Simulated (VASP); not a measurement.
B:

```xyz
3
Lattice="2.9716 0.0000 0.0000 0.0000 2.9716 0.0000 0.0000 0.0000 2.9716" Properties=species:S:1:pos:R:3 pbc="T T T"
B     1.4858    0.0000    0.0000
B     0.0000    1.4858    0.0000
B     0.0000    0.0000    1.4858
```

| Quantity | Value |
| --- | --- |
| Program | VASP 6.6.1 |
| Task | relaxation of cell and atoms |
| Functional | PBE |
| Potentials or basis | VASP PAW PBE potentials, release 64 (B) |
| Cutoff | 600 eV |
| k mesh | 6 × 6 × 6 |
| Occupations | gaussian, width 0.1 eV |
| Spin | no spin polarisation |

At the start: pressure -41.2 GPa; volume 8.75 Å³/atom.

**Question.** How do energy, volume and symmetry change on relaxing?

**Answer.** Over 3 steps the energy falls by 347.9 meV/atom and the volume is 6.57 Å³/atom (-24.9 %); space group Pm-3m (No. 221, to 0.05 Å).

Step by step:
```csv
step,energy change (eV),largest force (eV/Å),pressure (GPa),volume (Å³)
1,0.0000,0.0000,-41.23,26.24
2,-0.9895,0.0000,15.95,18.59
3,-1.0437,0.0000,0.33,19.70
```

Final structure:
```
CELL_PARAMETERS angstrom
2.70061 0.00000 0.00000
0.00000 2.70061 0.00000
0.00000 0.00000 2.70061
ATOMIC_POSITIONS crystal
B 0.50000 0.00000 0.00000
B 0.00000 0.50000 0.00000
B 0.00000 0.00000 0.50000
```

Caveat: the volume moved by over 15 % at a fixed basis, so the end points are rough.
